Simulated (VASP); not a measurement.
Write the native input for VASP 6.6.1 that does the following.

| Property | Result |
| --- | --- |
| Task | single point |
| Functional | PBE |
| Potentials or basis | VASP PAW PBE potentials, release 64 (Sm_3, Pb_d), 4f in core |
| Cutoff | 500 eV |
| k mesh | 10 × 10 × 10 |
| Occupations | gaussian, width 0.1 eV |
| Spin | no spin polarisation |
| Dipole correction | no |
| Mended | yes |
| Further INCAR settings | ALGO = Normal; EDIFF = 1e-06; NBANDS = 26 |

The structure of SmPb2 lies in POSCAR:

```
SmPb2
1.0
    4.6512303544      0.0000000000      0.0000000000
    0.0000000000      4.6512303544      0.0000000000
    0.0000000000      0.0000000000      4.6975241384
Sm Pb
1 2
Direct
    0.0000000000      0.0000000000      0.0000000000
    0.0000000000      0.5000000000      0.5000000000
    0.5000000000      0.0000000000      0.5000000000
```

The cell was built from a structure type or drawn by symmetry, and may not be a known phase.

These files were run (other wordings do the same):

INCAR

```
SYSTEM = SmPb2
PREC = Accurate
ENCUT = 500
EDIFF = 1E-6
ISMEAR = 0
SIGMA = 0.1
LREAL = .FALSE.
LASPH = .TRUE.
NELM = 200
ALGO = Normal
ISIF = 2
LWAVE = .FALSE.
LCHARG = .TRUE.
GGA = PE
LELF = .TRUE.
LVHAR = .TRUE.
NBANDS = 26
GGA_COMPAT = .FALSE.
LMAXMIX = 6
```

KPOINTS

```
Automatic mesh
0
G
  10 10 10
  0 0 0
```

Potentials or basis: VASP PAW PBE potentials, release 64 (Sm_3, Pb_d), 4f in core.

Run with:

```bash
$ cat potpaw_PBE.64/Sm_3/POTCAR potpaw_PBE.64/Pb_d/POTCAR > POTCAR
$ mpirun -np 1 vasp_std > vasp.out
```

It gave:

| Property | Result |
| --- | --- |
| Pressure | 0.2 GPa |
| Band gap on the k mesh | zero (an odd number of electrons rules out a gap without spin polarisation) |

Caveat: spin-orbit coupling is left out, which moves the levels of the heavy elements; the 4f electrons are frozen in the core, so they carry no moment and show no levels.

Wall time 82 s on 1 thread of Intel(R) Xeon(R) 6975P-C (Granite Rapids) (shared host), peak memory 0.41 GiB.
